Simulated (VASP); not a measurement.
# Cu (Cmcm) in VASP: further runs

Cu is run at these levels: PBEsol; tasks: single point.

Program: VASP 6.6.1. These are calculated values, not measurements. Logs are shortened: lines on timing, memory, paths and dates and some standing lists are left out, and cuts for length are marked.

## 1. The cell of the first run

The structure is orthorhombic, space group Cmcm (No. 63). Conventional cell: a = 2.632 Å, b = 8.589 Å, c = 2.376 Å, α = 90.00°, β = 90.00°, γ = 90.00°. Cu (site symmetry m2m) has 10 Cu at 2.38 to 2.67 Å within 3.1 Å.

## 2. Single point, PBEsol (strain +0.080 along x and y, -0.040 along z)

INCAR reads:

```
ALGO = Fast ; EDIFF = 1E-6
ENCUT = 520 ; GGA = PS
ISIF = 2 ; ISMEAR = 0
LASPH = True ; LCHARG = False
LREAL = False ; LWAVE = False
NBANDS = 18 ; NELM = 100
PREC = Accurate ; SIGMA = 0.15
```

KPOINTS reads:

```
k-points
0
Gamma
  20 20 20
```

POSCAR reads:

```
Cu
1.0
    1.3159407852     -4.2944882512      0.0000000000
    1.3159407852      4.2944882512      0.0000000000
    0.0000000000      0.0000000000      2.3764757026
Cu
2
Direct
    0.1338666500      0.8661333500      0.2500000000
    0.8661333500      0.1338666500      0.7500000000
```

Potentials or basis: VASP PAW PBE potentials, release 64 (Cu).

Started as:

```console
> cat potpaw_PBE.64/Cu/POTCAR > POTCAR
> mpirun -np 1 vasp_std > vasp.out
```

OUTCAR:

```text
EDIFF = 1E-6
   ENCUT = 520
   GGA = PS
   ISIF = 2
   ISMEAR = 0
   LASPH = True
   LREAL = False
   NELM = 100
   PREC = Accurate

 ion  position               nearest neighbor table
   1  0.134  0.866  0.250-   2 2.59   2 2.59   2 2.67   2 2.67   2 2.67   2 2.67
   2  0.866  0.134  0.750-   1 2.59   1 2.59   1 2.67   1 2.67   1 2.67   1 2.67

  LATTYP: Found a base centered orthorhombic cell.
 ALAT       =     2.6318815704
 B/A-ratio  =     3.2634357864
 C/A-ratio  =     0.9029569299

  Lattice vectors:

 A1 = (   1.3159407852,  -4.2944882512,   0.0000000000)
 A2 = (   1.3159407852,   4.2944882512,   0.0000000000)
 A3 = (   0.0000000000,   0.0000000000,   2.3764757026)

Analysis of symmetry for initial positions (statically):
=====================================================================
 Subroutine PRICEL returns:
 Original cell was already a primitive cell.

 Routine SETGRP: Setting up the symmetry group for a
 base centered orthorhombic supercell.

 Subroutine GETGRP returns: Found  8 space group operations
 (whereof  4 operations were pure point group operations)
 out of a pool of  8 trial point group operations.

The static configuration has the point symmetry C_2h.
 The point group associated with its full space group is D_2h.

Analysis of symmetry for dynamics (positions and initial velocities):
=====================================================================
 Subroutine PRICEL returns:
 Original cell was already a primitive cell.

 Routine SETGRP: Setting up the symmetry group for a
 base centered orthorhombic supercell.

 Subroutine GETGRP returns: Found  8 space group operations
 (whereof  4 operations were pure point group operations)
 out of a pool of  8 trial point group operations.

The dynamic configuration has the point symmetry C_2h.
 The point group associated with its full space group is D_2h.

 Subroutine INISYM returns: Found  8 space group operations
 (whereof  4 operations are pure point group operations),
 and found     1 'primitive' translations

----------------------------------------------------------------------------------------

                                     Primitive cell

  volume of cell :      26.8603

  direct lattice vectors                    reciprocal lattice vectors
     1.315940785 -4.294488251  0.000000000     0.379956306 -0.116428308  0.000000000
     1.315940785  4.294488251  0.000000000     0.379956306  0.116428308  0.000000000
     0.000000000  0.000000000  2.376475703     0.000000000  0.000000000  0.420791174

  length of vectors
     4.491584296  4.491584296  2.376475703     0.397394446  0.397394446  0.420791174

  position of ions in fractional coordinates (direct lattice)
     0.133866650  0.866133350  0.250000000
     0.866133350  0.133866650  0.750000000

  ion indices of the primitive-cell ions
   primitive index   ion index
                 1           1
                 2           2

----------------------------------------------------------------------------------------

 KPOINTS: k-points

Automatic generation of k-mesh.
 Grid dimensions read from file:
 generate k-points for:   20   20   20

 Generating k-lattice:

  Cartesian coordinates                     Fractional coordinates (reciprocal lattice)
     0.018997815 -0.005821415  0.000000000     0.050000000  0.000000000  0.000000000
     0.018997815  0.005821415  0.000000000     0.000000000  0.050000000  0.000000000
     0.000000000  0.000000000  0.021039559     0.000000000  0.000000000  0.050000000

  Length of vectors
     0.019869722  0.019869722  0.021039559

  Shift w.r.t. Gamma in fractional coordinates (k-lattice)
     0.000000000  0.000000000  0.000000000

 Subroutine IBZKPT returns following result:
 ===========================================

 Found   1221 irreducible k-points:

 Following reciprocal coordinates:
            Coordinates               Weight
  0.000000  0.000000  0.000000      1.000000
  0.050000  0.000000  0.000000      4.000000
  0.100000  0.000000  0.000000      4.000000
  0.150000  0.000000  0.000000      4.000000
  0.200000  0.000000  0.000000      4.000000
  0.250000  0.000000  0.000000      4.000000
[... 16 lines left out ...]
 -0.400000  0.050000  0.000000      4.000000
 -0.350000  0.050000  0.000000      4.000000
 [... further k-points ...]
   k-points           NKPTS =   1221   k-points in BZ     NKDIM =   1221   number of bands    NBANDS=     18
   number of dos      NEDOS =    301   number of ions     NIONS =      2
   total plane-waves  NPLWV =  23328
   dimension x,y,z NGX =    36 NGY =   36 NGZ =   18
   dimension x,y,z NGXF=    72 NGYF=   72 NGZF=   36
   ions per type =               2
   NGX,Y,Z   is equivalent  to a cutoff of  13.32, 13.32, 12.59 a.u.
   NGXF,Y,Z  is equivalent  to a cutoff of  26.65, 26.65, 25.18 a.u.
 SYSTEM =  unknown system
   PREC   = accura    normal or accurate (medium, high low for compatibility)
   ISTART =      0    job   : 0-new  1-cont  2-samecut
   ICHARG =      2    charge: 1-file 2-atom 10-const
   ISPIN  =      1    spin polarized calculation?
   LNONCOLLINEAR =      F non collinear calculations
   LSORBIT =      F    spin-orbit coupling
   LASPH  =      T    aspherical Exc in radial PAW
   ENCUT  =  520.0 eV  38.22 Ry    6.18 a.u.   8.35  8.35  4.42*2*pi/ulx,y,z
   NELM   =    100;   NELMIN=  2; NELMDL= -5     # of ELM steps
   EDIFF  = 0.1E-05   stopping-criterion for ELM
   LREAL  =      F    real-space projection
   EDIFFG = 0.1E-04   stopping-criterion for IOM
   NSW    =      0    number of steps for IOM
   IBRION =     -1    ionic relax: 0-MD 1-quasi-New 2-CG
   NFREE  =      0    steps in history (QN), initial steepest desc. (CG)
   ISIF   =      2    stress and relaxation
   ISYM   =      2    0-nonsym 1-usesym 2-fastsym
   POTIM  = 0.5000    time-step for ionic-motion
   TEBEG  =    0.0;   TEEND  =   0.0 temperature during run
   PSTRESS=    0.0 pullay stress
   NELECT =      22.0000    total number of electrons
   NUPDOWN=      -1.0000    fix difference up-down
   EMIN   =  10.00;   EMAX   =-10.00  energy-range for DOS
   EFERMI =   0.00;   METHOD = LEGACY
   ISMEAR =     0;   SIGMA  =   0.15  broadening in eV -4-tet -1-fermi 0-gaus
   EFERMI_NEDOS =   21; number of points for ismear=-14 and -15
   IALGO  =     68    algorithm
   IMIX   =      4    mixing-type and parameters
     AMIX     =   0.40;   BMIX     =  1.00
     AMIX_MAG =   1.60;   BMIX_MAG =  1.00
  volume/ion in A,a.u.               =      13.43        90.63
  Fermi-wavevector in a.u.,A,eV,Ry     =   1.531718  2.894526 31.921425  2.346159
  Thomas-Fermi vector in A             =   2.639023
   LORBIT       =      0    0 simple, 1 ext, 2 COOP (PROOUT), +10 PAW based schemes
   GGA     = PS    functional components
   LHFCALC =     F    Hartree Fock is set to
   AEXX    =    0.0000 exact exchange contribution
   IVDW    =     0    specifies the selected vdW correction
   LEPSILON=     F    determine dielectric tensor
   LRPA    =     F    only Hartree local field effects (RPA)
 non-spin polarized calculation
 RMM-DIIS sequential band-by-band and
 Gauss-broadening in eV      SIGMA  =   0.15
  energy-cutoff  :      520.00
  volume of cell :       26.86
 maximum number of plane-waves:       737
 NGX is ok and might be reduce to    36
   NGX = 17   NGY = 17   NGZ =  9

 number of electron      22.0000020 magnetization

 Free energy of the ion-electron system (eV)
  ---------------------------------------------------
  ext. energy  EPLUGINS =         0.00000000
  ---------------------------------------------------
  free energy    TOTEN  =        -8.05362922 eV

  energy without entropy =       -8.04641890  energy(sigma->0) =       -8.05002406

 E-fermi :   5.9005     XC(G=0): -12.1276

 val. band max:        5.9001628882   @ k =  -0.1000   0.1000   0.1000
 cond. band min:       5.9025983842   @ k =  -0.4500   0.2500   0.2500
 fundamental gap:      0.0024354960
 Fermi energy:         5.9005237304

 k-point     1 :       0.0000    0.0000    0.0000
  band No.  band energies     occupation
      1      -2.5640      2.00000
      2       1.3201      2.00000
      3       2.2138      2.00000
      4       2.4740      2.00000
      5       3.0881      2.00000
      6       3.6079      2.00000
[... 10 lines left out ...]
     17      24.3596      0.00000
     18      24.5307      0.00000

 k-point     2 :       0.0500    0.0000    0.0000
  band No.  band energies     occupation
      1      -2.5034      2.00000
      2       1.3382      2.00000
      3       2.2343      2.00000
      4       2.4859      2.00000
      5       3.0943      2.00000
      6       3.6126      2.00000
[... 10 lines left out ...]
     17      25.2176      0.00000
     18      25.6809      0.00000

 k-point     3 :       0.1000    0.0000    0.0000
  band No.  band energies     occupation
      1      -2.3230      2.00000
      2       1.3893      2.00000
      3       2.2933      2.00000
      4       2.5204      2.00000
      5       3.1147      2.00000
      6       3.5154      2.00000
[... 10 lines left out ...]
     17      26.7361      0.00000
     18      27.6070      0.00000

 k-point     4 :       0.1500    0.0000    0.0000
  band No.  band energies     occupation
      1      -2.0271      2.00000
      2       1.4635      2.00000
      3       2.3816      2.00000
      4       2.5734      2.00000
      5       3.1564      2.00000
      6       3.2506      2.00000
[... 375 lines left out ...]
      4       2.7176      2.00000
      5       3.0142      2.00000
      6       3.5856      2.00000
[... 10 lines left out ...]
     17      26.8835      0.00000
     18      28.4099      0.00000

 k-point    23 :      -0.4000    0.0500    0.0000
  band No.  band energies     occupation
      1       0.1382      2.00000
      2       1.6560      2.00000
      3       2.4068      2.00000
      4       2.7348      2.00000
      5       2.8194      2.00000
      6       3.5720      2.00000
[... 10 lines left out ...]
     17      26.8941      0.00000
     18      27.4201      0.00000

 k-point    24 :      -0.3500    0.0500    0.0000
  band No.  band energies     occupation
      1      -0.4434      2.00000
      2       1.6403      2.00000
      3       2.4929      2.00000
      4       2.6654      2.00000
      5       2.7510      2.00000
      6       3.5288      2.00000
[... 10 lines left out ...]
     17      26.5037      0.00000
     18      26.9893      0.00000

 [... further k-points ...]
[... 5 lines left out ...]
  --------------------------------------------------------------------------------------
  -------------------------------------------------------------------------------------
  Total       -3.0321800     -2.6553899      0.4203018      0.0000000      0.0000000      0.0000000
  in kB     -180.8649518   -158.3899951     25.0703669      0.0000000      0.0000000      0.0000000
  external PRESSURE =    -104.7281933 kB  Pullay stress =       0.0000000 kB

 VOLUME and BASIS-vectors are now :
 -----------------------------------------------------------------------------
  energy-cutoff  :      520.00
  volume of cell :       26.86
      direct lattice vectors                 reciprocal lattice vectors
     1.315940785 -4.294488251  0.000000000     0.379956306 -0.116428308  0.000000000
     1.315940785  4.294488251  0.000000000     0.379956306  0.116428308  0.000000000
     0.000000000  0.000000000  2.376475703     0.000000000  0.000000000  0.420791174

 POSITION                                       TOTAL-FORCE (eV/Angst)
 -----------------------------------------------------------------------------------
      1.31594      3.14471      0.59412         0.000000     -0.143403     -0.000000
      1.31594     -3.14471      1.78236         0.000000      0.143403      0.000000
 -----------------------------------------------------------------------------------
    total drift:                                0.000000      0.000000      0.000000

  FREE ENERGIE OF THE ION-ELECTRON SYSTEM (eV)
  ---------------------------------------------------
  free  energy   TOTEN  =        -8.0536292176 eV

  energy  without entropy=       -8.0464188966  energy(sigma->0) =       -8.05002406
```

It took 6.6 min on 1 thread of Intel Xeon Platinum 8559C (Emerald Rapids), shared host; peak memory 0.56 GiB.

What came out:

| Property | Result |
| --- | --- |
| Free energy | -8.0536 eV |
| Pressure | -10.5 GPa |
| Largest force | 0.143 eV/Å |
| Band gap on the k mesh | zero (bands 11 and 12 overlap by 5.55 eV) |

Forces on the atoms (eV/Å):
```
Cu   0.000 -0.143  0.000
Cu   0.000  0.143  0.000
```

Levels at points of the mesh, in eV from the Fermi level:
| k point | band 9 | band 10 | band 11 | band 12 | band 13 | band 14 |
| --- | --- | --- | --- | --- | --- | --- |
| (0.00, 0.00, 0.00) | -1.59 | -1.50 | -1.35 | -0.39 | 3.42 | 15.03 |
| (0.50, 0.00, 0.00) | -1.74 | -1.48 | -0.73 | 0.53 | 1.67 | 5.26 |
| (0.50, 0.50, 0.00) | -1.84 | -1.65 | -1.50 | -1.45 | 11.17 | 12.70 |
| (0.00, 0.00, 0.50) | -1.71 | -1.71 | 0.65 | 0.65 | 7.98 | 7.98 |
| (0.50, 0.00, 0.50) | -1.13 | -1.13 | 3.87 | 3.87 | 7.31 | 7.31 |
| (0.50, 0.50, 0.50) | -1.35 | -1.35 | -0.06 | -0.06 | 4.18 | 4.18 |

Caveat: the cell differs from its parent crystal (strain +0.080 along x and y, -0.040 along z); the cell stands under tension; the PAW data sets were made with another functional, which shifts forces and pressure a little.

[end of part 1 of 2]
